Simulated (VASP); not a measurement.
# AlNi in VASP: notebook

AlNi is run at these levels: PBEsol; tasks: single point.

Program: VASP 6.6.1. These are calculated values, not measurements. Logs are shortened: lines on timing, memory, paths and dates and some standing lists are left out, and cuts for length are marked.

## 1. The cell of the first run

The structure is cubic, space group Pm-3m (No. 221). The conventional cell has a = 2.900 Å, b = 2.900 Å, c = 2.900 Å, α = 90.00°, β = 90.00°, γ = 90.00°. Al (site symmetry m-3m) has 8 Ni at 2.51 Å and 6 Al at 2.90 Å within 3.3 Å. Ni (site symmetry m-3m) has 8 Al at 2.51 Å and 6 Ni at 2.90 Å within 3.3 Å.

## 2. Single point, PBEsol, collinear spin, ferromagnetic start (volume scaled by 1.02)

INCAR

```
SYSTEM = AlNi
ALGO     = Normal         ! electronic algorithm
EDIFF    = 1E-6           ! SCF threshold, eV
ENCUT    = 520            ! plane-wave cutoff, eV
GGA      = PS             ! functional
ISIF     = 2              ! what is computed and relaxed
ISMEAR   = -1             ! smearing method
ISPIN    = 2              ! spin polarisation
LASPH    = .TRUE.         ! aspherical terms in the spheres
LCHARG   = .FALSE.        ! write CHGCAR
LMAXMIX  = 4              ! l up to which the mixer works
LORBIT   = 11             ! projections on sites
LREAL    = .FALSE.        ! projectors in reciprocal space
LWAVE    = .FALSE.        ! write WAVECAR
MAGMOM   = 0 1.5          ! initial moments
NBANDS   = 18             ! bands
NELM     = 150            ! most SCF steps
PREC     = Accurate       ! precision mode
SIGMA    = 0.05           ! smearing width, eV
```

KPOINTS

```
k-points
0
G
  13 13 13
  0 0 0
```

POSCAR

```
AlNi
1.0
    2.9000800262      0.0000000000      0.0000000000
    0.0000000000      2.9000800262      0.0000000000
    0.0000000000      0.0000000000      2.9000800262
Al Ni
1 1
Direct
    0.0000000000      0.0000000000      0.0000000000
    0.5000000000      0.5000000000      0.5000000000
```

Potentials or basis: VASP PAW PBE potentials, release 64 (Al, Ni).

The run is started by

```bash
> cat potpaw_PBE.64/Al/POTCAR potpaw_PBE.64/Ni/POTCAR > POTCAR
> mpirun -np 1 vasp_std > vasp.out
```

OUTCAR:

```text
SYSTEM = AlNi
   EDIFF = 1E-6
   ENCUT = 520
   GGA = PS
   ISIF = 2
   ISMEAR = -1
   ISPIN = 2
   LASPH = .TRUE.
   LORBIT = 11
   LREAL = .FALSE.
   NELM = 150
   PREC = Accurate

 ion  position               nearest neighbor table
   1  0.000  0.000  0.000-   2 2.51   2 2.51   2 2.51   2 2.51   2 2.51   2 2.51   2 2.51   2 2.51

   2  0.500  0.500  0.500-   1 2.51   1 2.51   1 2.51   1 2.51   1 2.51   1 2.51   1 2.51   1 2.51

  LATTYP: Found a simple cubic cell.
 ALAT       =     2.9000800262

  Lattice vectors:

 A1 = (   2.9000800262,   0.0000000000,   0.0000000000)
 A2 = (   0.0000000000,   2.9000800262,   0.0000000000)
 A3 = (   0.0000000000,   0.0000000000,   2.9000800262)

Analysis of symmetry for initial positions (statically):
=====================================================================
 Subroutine PRICEL returns:
 Original cell was already a primitive cell.

 Routine SETGRP: Setting up the symmetry group for a
 simple cubic supercell.

 Subroutine GETGRP returns: Found 48 space group operations
 (whereof 48 operations were pure point group operations)
 out of a pool of 48 trial point group operations.

The static configuration has the point symmetry O_h .

Analysis of symmetry for dynamics (positions and initial velocities):
=====================================================================
 Subroutine PRICEL returns:
 Original cell was already a primitive cell.

 Routine SETGRP: Setting up the symmetry group for a
 simple cubic supercell.

 Subroutine GETGRP returns: Found 48 space group operations
 (whereof 48 operations were pure point group operations)
 out of a pool of 48 trial point group operations.

The dynamic configuration has the point symmetry O_h .

Analysis of structural, dynamic, and magnetic symmetry:
=====================================================================
 Subroutine PRICEL returns:
 Original cell was already a primitive cell.

 Routine SETGRP: Setting up the symmetry group for a
 simple cubic supercell.

 Subroutine GETGRP returns: Found 48 space group operations
 (whereof 48 operations were pure point group operations)
 out of a pool of 48 trial point group operations.

The overall configuration has the point symmetry O_h .

 Subroutine INISYM returns: Found 48 space group operations
 (whereof 48 operations are pure point group operations),
 and found     1 'primitive' translations

----------------------------------------------------------------------------------------

                                     Primitive cell

  volume of cell :      24.3910

[... 107 lines left out ...]
     AMIX     =   0.40;   BMIX     =  1.00
     AMIX_MAG =   1.60;   BMIX_MAG =  1.00
  volume/ion in A,a.u.               =      12.20        82.30
  Fermi-wavevector in a.u.,A,eV,Ry     =   1.327331  2.508292 23.970854  1.761808
  Thomas-Fermi vector in A             =   2.456651
   LORBIT       =     11    0 simple, 1 ext, 2 COOP (PROOUT), +10 PAW based schemes
   GGA     = PS    functional components
   LHFCALC =     F    Hartree Fock is set to
   AEXX    =    0.0000 exact exchange contribution
   IVDW    =     0    specifies the selected vdW correction
   LEPSILON=     F    determine dielectric tensor
   LRPA    =     F    only Hartree local field effects (RPA)
 spin polarized calculation
  energy-cutoff  :      520.00
  volume of cell :       24.39
 maximum number of plane-waves:       691
 NGX is ok and might be reduce to    24
   NGX = 11   NGY = 11   NGZ = 11

 number of electron      13.0000011 magnetization      -0.0170158

 number of electron      13.0000011 magnetization       0.0007833

 Free energy of the ion-electron system (eV)
  ---------------------------------------------------
  ext. energy  EPLUGINS =         0.00000000
  ---------------------------------------------------
  free energy    TOTEN  =       -11.57462505 eV

  energy without entropy =      -11.56954609  energy(sigma->0) =      -11.57208557

 E-fermi :   9.6216     XC(G=0): -12.0704

 val. band max:        9.5683041454   @ k =   0.3846   0.2308   0.1538
 cond. band min:       9.6790180362   @ k =   0.3846   0.3077   0.1538
 fundamental gap:      0.1107138908
 Fermi energy:         9.6216445741

 spin component 1

 k-point     1 :       0.0000    0.0000    0.0000
  band No.  band energies     occupation
      1      -1.3483      1.00000
      2       6.4961      1.00000
      3       6.4961      1.00000
      4       8.1372      1.00000
      5       8.1372      1.00000
      6       8.1372      1.00000
[... 493 lines left out ...]
     17      31.2221      0.00000
     18      34.0325      0.00000

 [... further k-points ...]

 spin component 2

 k-point     1 :       0.0000    0.0000    0.0000
  band No.  band energies     occupation
      1      -1.3483      1.00000
      2       6.4968      1.00000
      3       6.4968      1.00000
      4       8.1378      1.00000
      5       8.1378      1.00000
      6       8.1378      1.00000
[... 493 lines left out ...]
     17      31.2222      0.00000
     18      34.0326      0.00000

 [... further k-points ...]
[... 5 lines left out ...]
  --------------------------------------------------------------------------------------
  -------------------------------------------------------------------------------------
  Total       -0.9493670     -0.9493670     -0.9493670     -0.0000000      0.0000000     -0.0000000
  in kB      -62.3612416    -62.3612416    -62.3612416     -0.0000000      0.0000000     -0.0000000
  external PRESSURE =     -62.3612416 kB  Pullay stress =       0.0000000 kB

 VOLUME and BASIS-vectors are now :
 -----------------------------------------------------------------------------
  energy-cutoff  :      520.00
  volume of cell :       24.39
      direct lattice vectors                 reciprocal lattice vectors
     2.900080026  0.000000000  0.000000000     0.344818071  0.000000000  0.000000000
     0.000000000  2.900080026  0.000000000     0.000000000  0.344818071  0.000000000
     0.000000000  0.000000000  2.900080026     0.000000000  0.000000000  0.344818071

 POSITION                                       TOTAL-FORCE (eV/Angst)
 -----------------------------------------------------------------------------------
      0.00000      0.00000      0.00000         0.000000      0.000000      0.000000
      1.45004      1.45004      1.45004         0.000000      0.000000      0.000000
 -----------------------------------------------------------------------------------
    total drift:                                0.000000      0.000000     -0.000000

  FREE ENERGIE OF THE ION-ELECTRON SYSTEM (eV)
  ---------------------------------------------------
  free  energy   TOTEN  =       -11.5746250469 eV

  energy  without entropy=      -11.5695460912  energy(sigma->0) =      -11.57208557

 total charge

# of ion       s       p       d       tot
------------------------------------------
    1        0.381   0.404   0.000   0.784
    2        0.472   0.503   8.469   9.444
--------------------------------------------------
tot          0.853   0.907   8.469  10.228

 magnetization (x)

# of ion       s       p       d       tot
------------------------------------------
    1        0.000  -0.000   0.000  -0.000
    2       -0.000  -0.000   0.000   0.000
--------------------------------------------------
tot         -0.000  -0.000   0.000   0.000
```

stdout:

```text
POSCAR found type information on POSCAR AlNi
 POSCAR found :  2 types and       2 ions
 scaLAPACK will be used
 -----------------------------------------------------------------------------
|                                                                             |
|                                                                             |
|     You enforced a specific xc type in the INCAR file but a different       |
|     I HOPE YOU KNOW WHAT YOU ARE DOING!                                     |
|                                                                             |
 -----------------------------------------------------------------------------

 LDA part: xc-table for (Slater+PW92), standard interpolation
 POSCAR, INCAR and KPOINTS ok, starting setup
 FFT: planning ... GRIDC
 FFT: planning ... GRID_SOFT
 FFT: planning ... GRID
 WAVECAR not read
 entering main loop
```

Run time: 48 s. Hardware: 1 thread of Intel Xeon Platinum 8488C (Sapphire Rapids), shared host; peak memory 0.19 GiB.

What came out:

| Property | Result |
| --- | --- |
| Free energy | -11.5746 eV |
| Pressure | -6.2 GPa |
| Net moment | 0.00 μB per cell |
| Valence electrons inside the program's atomic spheres | Al 0.78; Ni 9.44 |

Caveat: the starting moments collapsed, and a magnetic state may lie lower; the PAW data sets were made with another functional, which shifts forces and pressure a little.

## 3. Single point, PBEsol, collinear spin, ferromagnetic start (volume scaled by 1.06)

INCAR

```
ALGO     = Normal         # electronic algorithm
EDIFF    = 1E-6           # SCF threshold, eV
ENCUT    = 520            # plane-wave cutoff, eV
GGA      = PS             # functional
ISIF     = 2              # what is computed and relaxed
ISMEAR   = -1             # smearing method
ISPIN    = 2              # spin polarisation
LASPH    = True           # aspherical terms in the spheres
LCHARG   = False          # write CHGCAR
LMAXMIX  = 4              # l up to which the mixer works
LORBIT   = 11             # projections on sites
LREAL    = False          # projectors in reciprocal space
LWAVE    = False          # write WAVECAR
MAGMOM   = 0 1.5          # initial moments
NBANDS   = 18             # bands
NELM     = 150            # most SCF steps
PREC     = Accurate       # precision mode
SIGMA    = 0.05           # smearing width, eV
```

KPOINTS

```
k-points
0
Gamma
  13 13 13
```

POSCAR

```
AlNi
1.0
    2.9375045414      0.0000000000      0.0000000000
    0.0000000000      2.9375045414      0.0000000000
    0.0000000000      0.0000000000      2.9375045414
Al Ni
1 1
Direct
    0.0000000000      0.0000000000      0.0000000000
    0.5000000000      0.5000000000      0.5000000000
```

Potentials or basis: VASP PAW PBE potentials, release 64 (Al, Ni).

The run is started by

```bash
> cat potpaw_PBE.64/Al/POTCAR potpaw_PBE.64/Ni/POTCAR > POTCAR
> mpirun -np 1 vasp_std > vasp.out
```

Wall time 36 s (1 thread of Intel Xeon Platinum 8488C (Sapphire Rapids), shared host); peak memory 0.19 GiB.

Results (log left out):

- Free energy: -11.5218 eV
- Pressure: -11.3 GPa
- Net moment: 0.00 μB per cell
- Valence electrons inside the program's atomic spheres: Al 0.77; Ni 9.38

Levels at points of the mesh, in eV from the Fermi level:
Spin up:
```
           k point  band 2  band 3  band 4  band 5  band 6  band 7  band 8  band 9  band 10  band 11
(0.00, 0.00, 0.00)   -2.95   -2.95   -1.41   -1.41   -1.41    5.27    5.27    5.27     7.98     7.98
```
Spin down:
```tsv
k point	band 2	band 3	band 4	band 5	band 6	band 7	band 8	band 9	band 10	band 11
(0.00, 0.00, 0.00)	-2.95	-2.95	-1.41	-1.41	-1.41	5.27	5.27	5.27	7.98	7.98
```

Caveat: the starting moments collapsed, and a magnetic state may lie lower; the PAW data sets were made with another functional, which shifts forces and pressure a little.

(Continued in part 2 of 2.)
